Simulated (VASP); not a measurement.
# Mo3N in VASP: notebook

The runs below take Mo3N through single point, with PBE.

Program: VASP 6.6.1. These are calculated values, not measurements. Logs are shortened: lines on timing, memory, paths and dates and some standing lists are left out, and cuts for length are marked.

### 1 The cell of the first run

The cell holds a slab with vacuum, 8 atoms: a = 4.470 Å, b = 4.470 Å, c = 20.860 Å, α = 90.00°, β = 90.00°, γ = 120.00°.

### 2 Single point, PBE

INCAR

```
PREC = Accurate
ENCUT = 520
EDIFF = 1E-6
ISMEAR = 0
SIGMA = 0.1
LREAL = F
LASPH = T
NELM = 100
ALGO = Normal
ISIF = 2
LWAVE = F
LCHARG = F
LDIPOL = T
IDIPOL = 3
DIPOL = 0.5 0.5 0.344
GGA = PE
NBANDS = 57
```

KPOINTS

```
regular mesh
0
Gamma
  6 6 1
```

POSCAR

```
Mo3N
1.0
    4.4695765303      0.0000000000      0.0000000000
   -2.2347882651      3.8707668194      0.0000000000
    0.0000000000      0.0000000000     20.8595667262
Mo N
6 2
Direct
    0.6666666667      0.3333333333      0.1917585371
    0.3333333333      0.6666666667      0.2354961900
    0.0000000000      0.0000000000      0.2792338429
    0.6666666667      0.3333333333      0.3191171057
    0.3333333333      0.6666666667      0.3580407041
    0.0000000000      0.0000000000      0.3959606081
    0.3333333333      0.6666666667      0.4587401620
    0.3333333333      0.6666666667      0.5135638096
```

Potentials or basis: VASP PAW PBE potentials, release 64 (Mo_sv, N).

Started as:

```console
> cat potpaw_PBE.64/Mo_sv/POTCAR potpaw_PBE.64/N/POTCAR > POTCAR
> mpirun -np 1 vasp_std > vasp.out
```

OUTCAR:

```text
PREC = Accurate
   ENCUT = 520
   EDIFF = 1E-6
   ISMEAR = 0
   LREAL = F
   LASPH = T
   NELM = 100
   ISIF = 2
   GGA = PE

 ion  position               nearest neighbor table
   1  0.667  0.333  0.192-   4 2.66   2 2.74   2 2.74   2 2.74   3 3.16   3 3.16   3 3.16
   2  0.333  0.667  0.235-   5 2.56   3 2.74   1 2.74   1 2.74   3 2.74   3 2.74   1 2.74   4 3.11
                             4 3.11   4 3.11
   3  0.000  0.000  0.279-   6 2.43   4 2.71   4 2.71   4 2.71   2 2.74   2 2.74   2 2.74   5 3.06
                             5 3.06   5 3.06   1 3.16   1 3.16   1 3.16
   4  0.667  0.333  0.319-   1 2.66   5 2.71   5 2.71   5 2.71   3 2.71   3 2.71   3 2.71   6 3.04
                             6 3.04   6 3.04   2 3.11   2 3.11   2 3.11
   5  0.333  0.667  0.358-   7 2.10   2 2.56   6 2.70   6 2.70   6 2.70   4 2.71   4 2.71   4 2.71
                             3 3.06   3 3.06   3 3.06
   6  0.000  0.000  0.396-   3 2.43   5 2.70   5 2.70   5 2.70   4 3.04   4 3.04   4 3.04
   7  0.333  0.667  0.459-   8 1.14   5 2.10
   8  0.333  0.667  0.514-   7 1.14

  LATTYP: Found a hexagonal cell.
 ALAT       =     4.4695765303
 C/A-ratio  =     4.6670118712

  Lattice vectors:

 A1 = (   4.4695765303,   0.0000000000,   0.0000000000)
 A2 = (  -2.2347882651,   3.8707668194,   0.0000000000)
 A3 = (   0.0000000000,   0.0000000000,  20.8595667262)

Analysis of symmetry for initial positions (statically):
=====================================================================
 Subroutine PRICEL returns:
 Original cell was already a primitive cell.

 Routine SETGRP: Setting up the symmetry group for a
 hexagonal supercell.

 Subroutine GETGRP returns: Found  6 space group operations
 (whereof  6 operations were pure point group operations)
 out of a pool of 24 trial point group operations.

The static configuration has the point symmetry C_3v.

Analysis of symmetry for dynamics (positions and initial velocities):
=====================================================================
 Subroutine PRICEL returns:
 Original cell was already a primitive cell.

 Routine SETGRP: Setting up the symmetry group for a
 hexagonal supercell.

 Subroutine GETGRP returns: Found  6 space group operations
 (whereof  6 operations were pure point group operations)
 out of a pool of 24 trial point group operations.

The dynamic configuration has the point symmetry C_3v.

 Subroutine INISYM returns: Found  6 space group operations
 (whereof  6 operations are pure point group operations),
 and found     1 'primitive' translations

----------------------------------------------------------------------------------------

                                     Primitive cell

  volume of cell :     360.8849

  direct lattice vectors                    reciprocal lattice vectors
     4.469576530  0.000000000  0.000000000     0.223734842  0.129173371  0.000000000
    -2.234788265  3.870766819  0.000000000     0.000000000  0.258346743  0.000000000
     0.000000000  0.000000000 20.859566726     0.000000000  0.000000000  0.047939634

  length of vectors
     4.469576530  4.469576530 20.859566726     0.258346743  0.258346743  0.047939634

  position of ions in fractional coordinates (direct lattice)
     0.666666667  0.333333333  0.191758537
     0.333333333  0.666666667  0.235496190
     0.000000000  0.000000000  0.279233843
     0.666666667  0.333333333  0.319117106
     0.333333333  0.666666667  0.358040704
     0.000000000  0.000000000  0.395960608
     0.333333333  0.666666667  0.458740162
     0.333333333  0.666666667  0.513563810

  ion indices of the primitive-cell ions
   primitive index   ion index
                 1           1
                 2           2
                 3           3
                 4           4
                 5           5
                 6           6
                 7           7
                 8           8

----------------------------------------------------------------------------------------

 KPOINTS: regular mesh

Automatic generation of k-mesh.
 Grid dimensions read from file:
 generate k-points for:    6    6    1

 Generating k-lattice:

  Cartesian coordinates                     Fractional coordinates (reciprocal lattice)
     0.037289140  0.021528895  0.000000000     0.166666667  0.000000000  0.000000000
     0.000000000  0.043057790  0.000000000     0.000000000  0.166666667  0.000000000
     0.000000000  0.000000000  0.047939634     0.000000000  0.000000000  1.000000000

  Length of vectors
     0.043057790  0.043057790  0.047939634

  Shift w.r.t. Gamma in fractional coordinates (k-lattice)
     0.000000000  0.000000000  0.000000000

 Subroutine IBZKPT returns following result:
 ===========================================

 Found      7 irreducible k-points:

 Following reciprocal coordinates:
            Coordinates               Weight
  0.000000  0.000000  0.000000      1.000000
  0.166667 -0.000000  0.000000      6.000000
  0.333333  0.000000  0.000000      6.000000
  0.500000  0.000000  0.000000      3.000000
  0.166667  0.166667  0.000000      6.000000
  0.333333  0.166667  0.000000     12.000000
  0.333333  0.333333  0.000000      2.000000
   k-points           NKPTS =      7   k-points in BZ     NKDIM =      7   number of bands    NBANDS=     57
   number of dos      NEDOS =    301   number of ions     NIONS =      8
   total plane-waves  NPLWV = 207360
   dimension x,y,z NGX =    36 NGY =   36 NGZ =  160
   dimension x,y,z NGXF=    72 NGYF=   72 NGZF=  320
   ions per type =               6   2
   NGX,Y,Z   is equivalent  to a cutoff of  13.39, 13.39, 12.75 a.u.
   NGXF,Y,Z  is equivalent  to a cutoff of  26.78, 26.78, 25.50 a.u.
 SYSTEM =  unknown system
   PREC   = accura    normal or accurate (medium, high low for compatibility)
   ISTART =      0    job   : 0-new  1-cont  2-samecut
   ICHARG =      2    charge: 1-file 2-atom 10-const
   ISPIN  =      1    spin polarized calculation?
   LNONCOLLINEAR =      F non collinear calculations
   LSORBIT =      F    spin-orbit coupling
   LASPH  =      T    aspherical Exc in radial PAW
   ENCUT  =  520.0 eV  38.22 Ry    6.18 a.u.   8.31  8.31 38.78*2*pi/ulx,y,z
   NELM   =    100;   NELMIN=  2; NELMDL= -5     # of ELM steps
   EDIFF  = 0.1E-05   stopping-criterion for ELM
   LREAL  =      F    real-space projection
   EDIFFG = 0.1E-04   stopping-criterion for IOM
   NSW    =      0    number of steps for IOM
   IBRION =     -1    ionic relax: 0-MD 1-quasi-New 2-CG
   NFREE  =      0    steps in history (QN), initial steepest desc. (CG)
   ISIF   =      2    stress and relaxation
   ISYM   =      2    0-nonsym 1-usesym 2-fastsym
   POTIM  = 0.5000    time-step for ionic-motion
   TEBEG  =    0.0;   TEEND  =   0.0 temperature during run
   PSTRESS=    0.0 pullay stress
   NELECT =      94.0000    total number of electrons
   NUPDOWN=      -1.0000    fix difference up-down
   EMIN   =  10.00;   EMAX   =-10.00  energy-range for DOS
   EFERMI =   0.00;   METHOD = LEGACY
   ISMEAR =     0;   SIGMA  =   0.10  broadening in eV -4-tet -1-fermi 0-gaus
   EFERMI_NEDOS =   21; number of points for ismear=-14 and -15
   IALGO  =     38    algorithm
   IMIX   =      4    mixing-type and parameters
     AMIX     =   0.40;   BMIX     =  1.00
     AMIX_MAG =   1.60;   BMIX_MAG =  1.00
  volume/ion in A,a.u.               =      45.11       304.42
  Fermi-wavevector in a.u.,A,eV,Ry     =   1.045509  1.975726 14.872388  1.093090
  Thomas-Fermi vector in A             =   2.180308
   LORBIT       =      0    0 simple, 1 ext, 2 COOP (PROOUT), +10 PAW based schemes
   GGA     = PE    functional components
   LHFCALC =     F    Hartree Fock is set to
   AEXX    =    0.0000 exact exchange contribution
   IVDW    =     0    specifies the selected vdW correction
   LEPSILON=     F    determine dielectric tensor
   LRPA    =     F    only Hartree local field effects (RPA)
 non-spin polarized calculation
 Gauss-broadening in eV      SIGMA  =   0.10
  energy-cutoff  :      520.00
  volume of cell :      360.88
 maximum number of plane-waves:      9745
 NGX is ok and might be reduce to    36
   NGX = 17   NGY = 17   NGZ = 77

 dipolmoment           0.000000      0.000000     -0.002624 electrons x Angstroem

 number of electron      94.0000012 magnetization

 dipolmoment           0.000000      0.000000      0.113969 electrons x Angstroem

 Free energy of the ion-electron system (eV)
  ---------------------------------------------------
  ext. energy  EPLUGINS =         0.00000000
  ---------------------------------------------------
  free energy    TOTEN  =       -75.65636397 eV

  energy without entropy =      -75.60696279  energy(sigma->0) =      -75.63166338

 E-fermi :   0.7214     XC(G=0):  -5.0889

 val. band max:        0.7045789827   @ k =   0.5000   0.0000   0.0000
 cond. band min:       0.7374323597   @ k =   0.1667   0.1667   0.0000
 fundamental gap:      0.0328533771
 Fermi energy:         0.7213761475

 k-point     1 :       0.0000    0.0000    0.0000
  band No.  band energies     occupation
      1     -60.4879      2.00000
      2     -60.2461      2.00000
      3     -60.2240      2.00000
      4     -60.1010      2.00000
      5     -60.0368      2.00000
      6     -59.8803      2.00000
[... 49 lines left out ...]
     56       2.7042      0.00000
     57       2.7042      0.00000

 k-point     2 :       0.1667   -0.0000    0.0000
  band No.  band energies     occupation
      1     -60.4682      2.00000
      2     -60.2521      2.00000
      3     -60.2215      2.00000
      4     -60.1106      2.00000
      5     -60.0336      2.00000
      6     -59.8912      2.00000
[... 49 lines left out ...]
     56       2.6270      0.00000
     57       2.8703      0.00000
[... 238 lines left out ...]
     56       2.4652      0.00000
     57       2.5814      0.00000

 k-point     7 :       0.3333    0.3333    0.0000
  band No.  band energies     occupation
      1     -60.3690      2.00000
      2     -60.2857      2.00000
      3     -60.2244      2.00000
      4     -60.1558      2.00000
      5     -59.9950      2.00000
      6     -59.9512      2.00000
[... 49 lines left out ...]
     56       2.5539      0.00000
     57       2.9201      0.00000

------------------------ aborting loop because EDIFF is reached ----------------------------------------

 vacuum level on the upper side and lower side of the slab       (xc-potential included)         0.416        -0.756

  FORCE on cell =-STRESS in cart. coord.  units (eV):
  Direction    XX          YY          ZZ          XY          YZ          ZX
  --------------------------------------------------------------------------------------
  -------------------------------------------------------------------------------------
  Total       -4.1100117     -4.1100117      0.9540320     -0.0000000      0.0000000      0.0000000
  in kB      -18.2467269    -18.2467269      4.2355017     -0.0000000      0.0000000      0.0000000
  external PRESSURE =     -10.7526507 kB  Pullay stress =       0.0000000 kB

 VOLUME and BASIS-vectors are now :
 -----------------------------------------------------------------------------
  energy-cutoff  :      520.00
  volume of cell :      360.88
      direct lattice vectors                 reciprocal lattice vectors
     4.469576530  0.000000000  0.000000000     0.223734842  0.129173371  0.000000000
    -2.234788265  3.870766819  0.000000000     0.000000000  0.258346743  0.000000000
     0.000000000  0.000000000 20.859566726     0.000000000  0.000000000  0.047939634

 POSITION                                       TOTAL-FORCE (eV/Angst)
 -----------------------------------------------------------------------------------
      2.23479      1.29026      4.00000        -0.000000      0.000000      1.992386
     -0.00000      2.58051      4.91235         0.000000     -0.000000     -1.639698
      0.00000      0.00000      5.82470         0.000000     -0.000000     -1.251913
      2.23479      1.29026      6.65664        -0.000000      0.000000     -0.655620
     -0.00000      2.58051      7.46857         0.000000     -0.000000      1.519716
      0.00000      0.00000      8.25957        -0.000000     -0.000000      0.030425
     -0.00000      2.58051      9.56912        -0.000000     -0.000000     -0.987541
     -0.00000      2.58051     10.71272         0.000000     -0.000000      0.992245
 -----------------------------------------------------------------------------------
    total drift:                                0.000000     -0.000000      0.000293

  FREE ENERGIE OF THE ION-ELECTRON SYSTEM (eV)
  ---------------------------------------------------
  free  energy   TOTEN  =       -75.6563639744 eV

  energy  without entropy=      -75.6069627939  energy(sigma->0) =      -75.63166338

 vacuum level on the upper side and lower side of the slab         5.386         4.181
```

Wall time 3.6 min (1 thread of Intel Xeon 6975P-C (Granite Rapids), shared host); peak memory 0.51 GiB.

Results:

```yaml
Free_energy: -75.6564 eV
Largest_force: 1.992 eV/Å
```

Forces on the atoms (eV/Å):
```
Mo   0.000  0.000  1.992
Mo   0.000  0.000 -1.640
Mo   0.000  0.000 -1.252
Mo   0.000  0.000 -0.656
Mo   0.000  0.000  1.520
Mo   0.000  0.000  0.030
N    0.000  0.000 -0.988
N    0.000  0.000  0.992
```

Levels at points of the mesh, in eV from the Fermi level:
```tsv
k point	band 43	band 44	band 45	band 46	band 47	band 48	band 49	band 50	band 51	band 52
(0.00, 0.00, 0.00)	-1.45	-1.29	-1.18	-1.18	-0.75	0.68	0.68	0.88	1.20	1.20
(0.50, 0.00, 0.00)	-1.50	-1.26	-0.71	-0.27	-0.02	0.02	0.39	0.52	1.13	1.37
```

Caveat: the standard files for N, O and F lose accuracy on very short bonds.

(Continued in part 2 of 2.)
